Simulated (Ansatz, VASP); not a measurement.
This is a calculation of NaF for VASP 6.6.1.

INCAR

```
PREC     = Accurate       # precision mode
ENCUT    = 520            # plane-wave cutoff, eV
EDIFF    = 1E-6           # SCF threshold, eV
ISMEAR   = -1             # smearing method
SIGMA    = 0.05           # smearing width, eV
LREAL    = False          # projectors in reciprocal space
LASPH    = True           # aspherical terms in the spheres
NELM     = 100            # most SCF steps
ALGO     = Normal         # electronic algorithm
ISIF     = 2              # what is computed and relaxed
LWAVE    = False          # write WAVECAR
LCHARG   = False          # write CHGCAR
GGA      = PE             # functional
NBANDS   = 14             # bands
```

File KPOINTS:

```
regular mesh
0
Gamma
  10 10 10
```

Contents of POSCAR:

```
NaF
1.0
    0.0000000000      2.3353646862      2.3353646862
    2.3353646862      0.0000000000      2.3353646862
    2.3353646862      2.3353646862      0.0000000000
Na F
1 1
Direct
    0.0000000000      0.0000000000      0.0000000000
    0.5000000000      0.5000000000      0.5000000000
```

Potentials or basis: VASP PAW PBE potentials, release 64 (Na_pv, F).

The run is started by

```bash
$ cat potpaw_PBE.64/Na_pv/POTCAR potpaw_PBE.64/F/POTCAR > POTCAR
$ mpirun -np 1 vasp_std > vasp.out
```

Translate it to Ansatz 0.2.0. Potentials there: all-electron LAPW, scalar-relativistic.

As run (the cutoff follows the program's own potentials):

Contents of input.yaml:

```yaml
crystal:
  lattice:
    - [0.0, 2.3353646862, 2.3353646862]
    - [2.3353646862, 0.0, 2.3353646862]
    - [2.3353646862, 2.3353646862, 0.0]
  atoms:
    - { symbol: Na, position: [0.0, 0.0, 0.0] }
    - { symbol: F, position: [0.5, 0.5, 0.5] }
kpoints:
  mp_grid: { grid: [10, 10, 10] }
scf:
  occupations: { method: fermi_dirac, width: 0.05 }
hamiltonian:
  xc: pbe
  pseudopotentials: { kind: all_electron, lapw: { basis_error: 0.0005 } }
output:
  forces: true
  stress: true
  eigenvalues: true
```

Potentials or basis: all-electron LAPW, scalar-relativistic.

Command:

```bash
$ ansatz run input.yaml --threads 1 --pin off --max-ram 3072MiB --backend cpu --events-out ev --progress --plain --runs-dir out
```

Both were run:

|  | VASP | Ansatz | Ansatz less VASP |
| --- | --- | --- | --- |
| gap on the k mesh at the Fermi level (eV) | 6.17 | 6.18 | +0.011 |
| least direct gap on the mesh (eV) | 6.17 | 6.18 | +0.011 |
| pressure (GPa) | 0.8 | 0.9 | +0.17 |

Ansatz ran all-electron here, and VASP with PAW potentials.
